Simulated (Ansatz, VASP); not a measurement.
## One calculation of AlCu3, two programs

The input POSCAR:

```
AlCu3
1.0
    3.4898942170      0.0000000000      0.0000000000
    0.0000000000      3.4898942170      0.0000000000
    0.0000000000      0.0000000000      3.4898942170
Al Cu
1 3
Direct
    0.0000000000      0.0000000000      0.0000000000
    0.5000000000      0.5000000000      0.0000000000
    0.5000000000      0.0000000000      0.5000000000
    0.0000000000      0.5000000000      0.5000000000
```

The input INCAR.step1:

```
SYSTEM = AlCu3
PREC = Accurate
ENCUT = 520
ISMEAR = 0
SIGMA = 0.1
LREAL = .False.
LASPH = .True.
NELM = 80
NBANDS = 26
GGA = PE
ALGO = Normal
EDIFF = 1E-4
LWAVE = .True.
LCHARG = .False.
```

Contents of INCAR.step2:

```
SYSTEM = AlCu3
PREC = Accurate
ENCUT = 520
EDIFF = 1E-7
ISMEAR = 0
SIGMA = 0.1
LREAL = .False.
LASPH = .True.
NELM = 80
ALGO = Normal
ISIF = 2
LWAVE = .False.
LCHARG = .True.
METAGGA = R2SCAN
LMIXTAU = .True.
LELF = .True.
LVHAR = .True.
NBANDS = 26
ISTART = 1
```

File KPOINTS:

```
Automatic mesh
0
Gamma
  12 12 12
  0 0 0
```

Input for Ansatz:

```yaml
crystal:
  lattice:
    - [3.489894217, 0.0, 0.0]
    - [0.0, 3.489894217, 0.0]
    - [0.0, 0.0, 3.489894217]
  atoms:
    - { symbol: Al, position: [0.0, 0.0, 0.0] }
    - { symbol: Cu, position: [0.5, 0.5, 0.0] }
    - { symbol: Cu, position: [0.5, 0.0, 0.5] }
    - { symbol: Cu, position: [0.0, 0.5, 0.5] }
basis:
  ecutwfc: 500
kpoints:
  mp_grid: { grid: [12, 12, 12] }
hamiltonian:
  xc: r2scan
scf:
  occupations: { method: gaussian, width: 0.1 }
output:
  forces: true
  stress: true
  eigenvalues: true
  write_density: true
  write_potential: true
  elf: true
  volumetric_format: npy
```

Alike in both runs: task single point; functional r2SCAN; k mesh 12 × 12 × 12; occupations gaussian, width 0.1 eV; no spin polarisation.

|  | VASP | Ansatz |
| --- | --- | --- |
| version | VASP 6.6.1 | Ansatz 0.2.0 |
| potentials or method | VASP PAW PBE potentials, release 64 (Al, Cu), cutoff 520 eV | scalar-relativistic, plane waves, PAW |
| valence electrons in the cell | 36 | 60 |

VASP gave:

* gap on the k mesh at the Fermi level (eV): none
* pressure (GPa): 26.3

Problem. Which values does Ansatz return?

Solution. gap on the k mesh at the Fermi level (eV): none; pressure (GPa): 26.1.

VASP's potentials were made for PBE, not for r2SCAN. A gap of «none» marks a metal or a gap that the smearing closes. VASP's potentials hold 36 valence electrons a cell and Ansatz's 60, so a difference there can come from the potentials and not from the codes.
